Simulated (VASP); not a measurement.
# Cu (P6_3/mmc) in VASP: further runs, part 2 of 3

VASP 6.6.1. The steps go on from the part before.

### Step 3. Relaxation of cell and atoms, PBEsol

This run uses another cell than the first one: it holds 4 atoms, not 6.

INCAR

```
SYSTEM = Cu
ALGO = Fast ; EDIFF = 1E-6
EDIFFG = -0.01 ; ENCUT = 600
GGA = PS ; IBRION = 2
ISIF = 3 ; ISMEAR = 0
LASPH = .TRUE. ; LCHARG = .FALSE.
LREAL = .FALSE. ; LWAVE = .FALSE.
NELM = 100 ; NSW = 65
PREC = Accurate ; SIGMA = 0.1
```

KPOINTS

```
k-points
0
G
  18 18 5
  0 0 0
```

POSCAR

```
Cu
1.0
    2.5205132530      0.0000000000      0.0000000000
   -1.2602566265      2.1828285076      0.0000000000
    0.0000000000      0.0000000000      8.2333328377
Cu
4
Direct
    0.0000000000      0.0000000000      0.0000000000
    0.3333333333      0.6666666667      0.2500000000
    0.0000000000      0.0000000000      0.5000000000
    0.6666666667      0.3333333333      0.7500000000
```

Potentials or basis: VASP PAW PBE potentials, release 64 (Cu).

The run is started by

```bash
> cat potpaw_PBE.64/Cu/POTCAR > POTCAR
> mpirun -np 1 vasp_std > vasp.out
```

OUTCAR:

```text
SYSTEM = Cu
   EDIFF = 1E-6
   EDIFFG = -0.01
   ENCUT = 600
   GGA = PS
   IBRION = 2
   ISIF = 3
   ISMEAR = 0
   LASPH = .TRUE.
   LREAL = .FALSE.
   NELM = 100
   NSW = 65
   PREC = Accurate

 ion  position               nearest neighbor table
   1  0.000  0.000  0.000-   2 2.52   4 2.52   2 2.52   4 2.52   4 2.52   2 2.52
   2  0.333  0.667  0.250-   1 2.52   3 2.52   1 2.52   3 2.52   1 2.52   3 2.52
   3  0.000  0.000  0.500-   2 2.52   4 2.52   2 2.52   4 2.52   4 2.52   2 2.52
   4  0.667  0.333  0.750-   1 2.52   3 2.52   1 2.52   3 2.52   1 2.52   3 2.52

  LATTYP: Found a hexagonal cell.
 ALAT       =     2.5205132530
 C/A-ratio  =     3.2665302703

  Lattice vectors:

 A1 = (   2.5205132530,   0.0000000000,   0.0000000000)
 A2 = (  -1.2602566265,   2.1828285076,   0.0000000000)
 A3 = (   0.0000000000,   0.0000000000,   8.2333328377)

Analysis of symmetry for initial positions (statically):
=====================================================================
 Subroutine PRICEL returns:
 Original cell was already a primitive cell.

 Routine SETGRP: Setting up the symmetry group for a
 hexagonal supercell.

 Subroutine GETGRP returns: Found 24 space group operations
 (whereof 12 operations were pure point group operations)
 out of a pool of 24 trial point group operations.

The static configuration has the point symmetry D_3d.
 The point group associated with its full space group is D_6h.

Analysis of symmetry for dynamics (positions and initial velocities):
=====================================================================
 Subroutine PRICEL returns:
 Original cell was already a primitive cell.

 Routine SETGRP: Setting up the symmetry group for a
 hexagonal supercell.

 Subroutine GETGRP returns: Found 24 space group operations
 (whereof 12 operations were pure point group operations)
 out of a pool of 24 trial point group operations.

The dynamic configuration has the point symmetry D_3d.
 The point group associated with its full space group is D_6h.

 Subroutine INISYM returns: Found 24 space group operations
 (whereof 12 operations are pure point group operations),
 and found     1 'primitive' translations

----------------------------------------------------------------------------------------

                                     Primitive cell

  volume of cell :      45.2985

  direct lattice vectors                    reciprocal lattice vectors
     2.520513253  0.000000000  0.000000000     0.396744591  0.229060596  0.000000000
    -1.260256626  2.182828508  0.000000000     0.000000000  0.458121193  0.000000000
     0.000000000  0.000000000  8.233332838     0.000000000  0.000000000  0.121457497

  length of vectors
     2.520513253  2.520513253  8.233332838     0.458121193  0.458121193  0.121457497

  position of ions in fractional coordinates (direct lattice)
     0.000000000  0.000000000  0.000000000
     0.333333333  0.666666667  0.250000000
     0.000000000  0.000000000  0.500000000
     0.666666667  0.333333333  0.750000000

  ion indices of the primitive-cell ions
   primitive index   ion index
                 1           1
                 2           2
                 3           3
                 4           4

[... 31 lines left out ...]
  0.166667  0.000000  0.000000      6.000000
  0.222222  0.000000  0.000000      6.000000
  0.277778  0.000000  0.000000      6.000000
[... 16 lines left out ...]
  0.333333  0.111111  0.000000     12.000000
  0.388889  0.111111  0.000000     12.000000
 [... further k-points ...]
   k-points           NKPTS =    111   k-points in BZ     NKDIM =    111   number of bands    NBANDS=     26
   number of dos      NEDOS =    301   number of ions     NIONS =      4
   total plane-waves  NPLWV =  28000
   dimension x,y,z NGX =    20 NGY =   20 NGZ =   70
   dimension x,y,z NGXF=    40 NGYF=   40 NGZF=  140
   ions per type =               4
   NGX,Y,Z   is equivalent  to a cutoff of  13.19, 13.19, 14.13 a.u.
   NGXF,Y,Z  is equivalent  to a cutoff of  26.38, 26.38, 28.27 a.u.
 SYSTEM =  Cu
   PREC   = accura    normal or accurate (medium, high low for compatibility)
   ISTART =      0    job   : 0-new  1-cont  2-samecut
   ICHARG =      2    charge: 1-file 2-atom 10-const
   ISPIN  =      1    spin polarized calculation?
   LNONCOLLINEAR =      F non collinear calculations
   LSORBIT =      F    spin-orbit coupling
   LASPH  =      T    aspherical Exc in radial PAW
   ENCUT  =  600.0 eV  44.10 Ry    6.64 a.u.   5.03  5.03 16.44*2*pi/ulx,y,z
   NELM   =    100;   NELMIN=  2; NELMDL= -5     # of ELM steps
   EDIFF  = 0.1E-05   stopping-criterion for ELM
   LREAL  =      F    real-space projection
   EDIFFG = -.1E-01   stopping-criterion for IOM
   NSW    =     65    number of steps for IOM
   IBRION =      2    ionic relax: 0-MD 1-quasi-New 2-CG
   NFREE  =      1    steps in history (QN), initial steepest desc. (CG)
   ISIF   =      3    stress and relaxation
   ISYM   =      2    0-nonsym 1-usesym 2-fastsym
   POTIM  = 0.5000    time-step for ionic-motion
   TEBEG  =    0.0;   TEEND  =   0.0 temperature during run
   PSTRESS=    0.0 pullay stress
   NELECT =      44.0000    total number of electrons
   NUPDOWN=      -1.0000    fix difference up-down
   EMIN   =  10.00;   EMAX   =-10.00  energy-range for DOS
   EFERMI =   0.00;   METHOD = LEGACY
   ISMEAR =     0;   SIGMA  =   0.10  broadening in eV -4-tet -1-fermi 0-gaus
   EFERMI_NEDOS =   21; number of points for ismear=-14 and -15
   IALGO  =     68    algorithm
   IMIX   =      4    mixing-type and parameters
     AMIX     =   0.40;   BMIX     =  1.00
     AMIX_MAG =   1.60;   BMIX_MAG =  1.00
  volume/ion in A,a.u.               =      11.32        76.42
  Fermi-wavevector in a.u.,A,eV,Ry     =   1.621303  3.063819 35.764611  2.628625
  Thomas-Fermi vector in A             =   2.715101
   LORBIT       =      0    0 simple, 1 ext, 2 COOP (PROOUT), +10 PAW based schemes
   GGA     = PS    functional components
   LHFCALC =     F    Hartree Fock is set to
   AEXX    =    0.0000 exact exchange contribution
   IVDW    =     0    specifies the selected vdW correction
   LEPSILON=     F    determine dielectric tensor
   LRPA    =     F    only Hartree local field effects (RPA)
 conjugate gradient relaxation of ions
 non-spin polarized calculation
 RMM-DIIS sequential band-by-band and
 Gauss-broadening in eV      SIGMA  =   0.10
  energy-cutoff  :      600.00
  volume of cell :       45.30
 maximum number of plane-waves:      1533
   NGX = 11   NGY = 11   NGZ = 33

--------------------------------------- Ionic step        1  -------------------------------------------

 number of electron      44.0000012 magnetization

 Free energy of the ion-electron system (eV)
  ---------------------------------------------------
  ext. energy  EPLUGINS =         0.00000000
  ---------------------------------------------------
  free energy    TOTEN  =       -17.21550125 eV

  energy without entropy =      -17.20698438  energy(sigma->0) =      -17.21124282

------------------------ aborting loop because EDIFF is reached ----------------------------------------

  FORCE on cell =-STRESS in cart. coord.  units (eV):
  Direction    XX          YY          ZZ          XY          YZ          ZX
  --------------------------------------------------------------------------------------
  -------------------------------------------------------------------------------------
  Total        0.2690180      0.2690180      0.1838108      0.0000000      0.0000000      0.0000000
  in kB        9.5149740      9.5149740      6.5012556      0.0000000      0.0000000      0.0000000
  external PRESSURE =       8.5104012 kB  Pullay stress =       0.0000000 kB
[... 253 lines left out ...]
--------------------------------------- Ionic step        8  -------------------------------------------

 number of electron      44.0000010 magnetization

 Free energy of the ion-electron system (eV)
  ---------------------------------------------------
  ext. energy  EPLUGINS =         0.00000000
  ---------------------------------------------------
  free energy    TOTEN  =       -17.21597442 eV

  energy without entropy =      -17.20747367  energy(sigma->0) =      -17.21172404

 E-fermi :   7.8313     XC(G=0): -13.1269

 val. band max:        7.8283133915   @ k =   0.3333   0.1667   0.4000
 cond. band min:       7.8566555687   @ k =   0.2778   0.2222   0.4000
 fundamental gap:      0.0283421772
 Fermi energy:         7.8312623506

 k-point     1 :       0.0000    0.0000    0.0000
  band No.  band energies     occupation
      1      -1.8074      2.00000
      2       0.3678      2.00000
      3       0.3756      2.00000
      4       2.5638      2.00000
      5       4.4576      2.00000
      6       4.4626      2.00000
[... 685 lines left out ...]
     25      13.3765      0.00000
     26      13.4397      0.00000

 [... further k-points ...]
[... 5 lines left out ...]
  --------------------------------------------------------------------------------------
  -------------------------------------------------------------------------------------
  Total       -0.0141216     -0.0141216     -0.0257122     -0.0000000     -0.0000000      0.0000000
  in kB       -0.4971408     -0.4971408     -0.9051790     -0.0000000     -0.0000000      0.0000000
  external PRESSURE =      -0.6331536 kB  Pullay stress =       0.0000000 kB
[... 19 lines left out ...]
  FREE ENERGIE OF THE ION-ELECTRON SYSTEM (eV)
  ---------------------------------------------------
  free  energy   TOTEN  =       -17.2159744197 eV

  energy  without entropy=      -17.2074736673  energy(sigma->0) =      -17.21172404

 reached required accuracy - stopping structural energy minimisation
```

OSZICAR:

```text
N       E                     dE             d eps       ncg     rms          rms(c)
DAV:   1     0.344911007644E+03    0.34491E+03   -0.22386E+04  5972   0.342E+03
DAV:   2     0.755561409886E+01   -0.33736E+03   -0.33087E+03  5776   0.457E+02
DAV:   3    -0.209711915407E+02   -0.28527E+02   -0.27299E+02  6110   0.195E+02
[... 65 lines left out ...]
DAV:   1    -0.172159840271E+02   -0.12873E-04   -0.40954E-04  6796   0.180E-01    0.228E-02
RMM:   2    -0.172159779822E+02    0.60449E-05   -0.15409E-05  5658   0.671E-02    0.135E-02
RMM:   3    -0.172159757218E+02    0.22604E-05   -0.93195E-06  5620   0.490E-02    0.939E-03
RMM:   4    -0.172159745002E+02    0.12216E-05   -0.56296E-06  5060   0.357E-02    0.380E-03
RMM:   5    -0.172159744197E+02    0.80491E-07   -0.18484E-06  3214   0.181E-02
   8 F= -.17215974E+02 E0= -.17211724E+02  d E =-.205794E-04
```

CONTCAR:

```text
Cu
   1.00000000000000
     2.5256477385018465    0.0000000000000000    0.0000000000000000
    -1.2628238692509233    2.1872751024795134    0.0000000000000000
     0.0000000000000000    0.0000000000000000    8.2383188255259725
  Cu
     4
Direct
     0.0000000000000000    1.0000000000000000    0.0000000000000000
     0.3333333332999970    0.6666666667000030    0.2500000000000000
     0.0000000000000000    1.0000000000000000    0.5000000000000000
     0.6666666667000030    0.3333333332999970    0.7500000000000000

  0.00000000E+00  0.00000000E+00  0.00000000E+00
  0.00000000E+00  0.00000000E+00  0.00000000E+00
  0.00000000E+00  0.00000000E+00  0.00000000E+00
  0.00000000E+00  0.00000000E+00  0.00000000E+00
```

Wall time 5.2 min (1 thread of Intel Xeon 6975P-C (Granite Rapids), shared host); peak memory 0.25 GiB.

Results:

| Item | Value |
| --- | --- |
| Free energy | -17.2160 eV |
| Relaxed volume | 11.38 Å³/atom |
| Relaxed cell | a = 2.526 Å, b = 2.526 Å, c = 8.238 Å, α = 90.00°, β = 90.00°, γ = 120.00° |
| Space group after relaxing (to 0.05 Å) | P6_3/mmc (No. 194) |
| Energy gained by relaxing | 0.1 meV/atom |
| Ionic steps | 8 |
| Pressure after relaxing | -0.1 GPa |
| Band gap on the k mesh | zero (band 22 reaches 11.25 eV, above the bottom of band 23 at 6.09 eV) |

The path:
| step | energy change (eV) | largest force (eV/Å) | pressure (GPa) | volume (Å³) |
| --- | --- | --- | --- | --- |
| 1 | 0.0000 | 0.0000 | 0.85 | 45.30 |
| 2 | 0.0000 | 0.0000 | -0.62 | 45.69 |
| 3 | -0.0005 | 0.0000 | 0.14 | 45.48 |
| 4 | -0.0004 | 0.0000 | -0.04 | 45.53 |
| 5 | -0.0005 | 0.0000 | -0.03 | 45.52 |
| 6 | -0.0005 | 0.0000 | -0.02 | 45.51 |
| 7 | -0.0005 | 0.0000 | -0.17 | 45.51 |
| 8 | -0.0005 | 0.0000 | -0.06 | 45.51 |

Final structure:
```xyz
4
Lattice="2.5256 0.0000 0.0000 -1.2628 2.1873 0.0000 0.0000 0.0000 8.2383" Properties=species:S:1:pos:R:3 pbc="T T T"
Cu   -1.2628    2.1873    0.0000
Cu    0.0000    1.4582    2.0596
Cu   -1.2628    2.1873    4.1192
Cu    1.2628    0.7291    6.1787
```

Levels at points of the mesh, in eV from the Fermi level:
```tsv
k point	band 19	band 20	band 21	band 22	band 23	band 24	band 25	band 26
(0.00, 0.00, 0.00)	-2.14	-1.96	-1.96	-1.66	-1.66	-1.10	3.98	12.80
(0.50, 0.00, 0.00)	-1.52	-1.50	-0.68	0.37	1.01	1.59	4.79	4.80
```

Caveat: the PAW data sets were made with another functional, which shifts forces and pressure a little.

### Step 4. Single point, PBEsol

This run uses another cell than the first one: it holds 8 atoms, not 6.

INCAR

```
SYSTEM = Cu
PREC = Accurate
ENCUT = 520
EDIFF = 1E-6
ISMEAR = 0
SIGMA = 0.1
LREAL = .False.
LASPH = .True.
NELM = 80
ALGO = Fast
ISIF = 2
LWAVE = .False.
LCHARG = .False.
GGA = PS
NBANDS = 54
```

KPOINTS

```
Automatic mesh
0
Gamma
  18 18 3
  0 0 0
```

POSCAR

```
Cu
1.0
    2.5189352280      0.0000000000      0.0000000000
   -1.2594676140      2.1814618979      0.0000000000
    0.0000000000      0.0000000000     16.4856075072
Cu
8
Direct
    0.0000000000      0.0000000000      0.0000000000
    0.3333333333      0.6666666667      0.1247918433
    0.0000000000      0.0000000000      0.2500000000
    0.3333333333      0.6666666667      0.3752081567
    0.0000000000      0.0000000000      0.5000000000
    0.6666666667      0.3333333333      0.6247918433
    0.0000000000      0.0000000000      0.7500000000
    0.6666666667      0.3333333333      0.8752081567
```

The run is started by

```bash
> cat potpaw_PBE.64/Cu/POTCAR > POTCAR
> mpirun -np 1 vasp_std > vasp.out
```

Wall time 4.1 min (1 thread of Intel Xeon 6975P-C (Granite Rapids), shared host); peak memory 0.38 GiB.

It converged, with:

```
Free energy            : -34.4173 eV
Pressure               : 0.7 GPa
Band gap on the k mesh : zero (band 44 reaches 11.69 eV, above the bottom of band 45 at 6.14 eV)
```

Levels at points of the mesh, in eV from the Fermi level:
```tsv
k point	band 42	band 43	band 44	band 45	band 46	band 47	band 48	band 49
(0.00, 0.00, 0.00)	-1.78	-1.78	-1.73	-1.73	-1.68	-1.68	-1.12	3.99
(0.50, 0.00, 0.00)	-0.21	0.16	0.44	0.83	1.36	1.50	1.67	4.85
```

Caveat: the PAW data sets were made with another functional, which shifts forces and pressure a little.

[end of part 2 of 3]
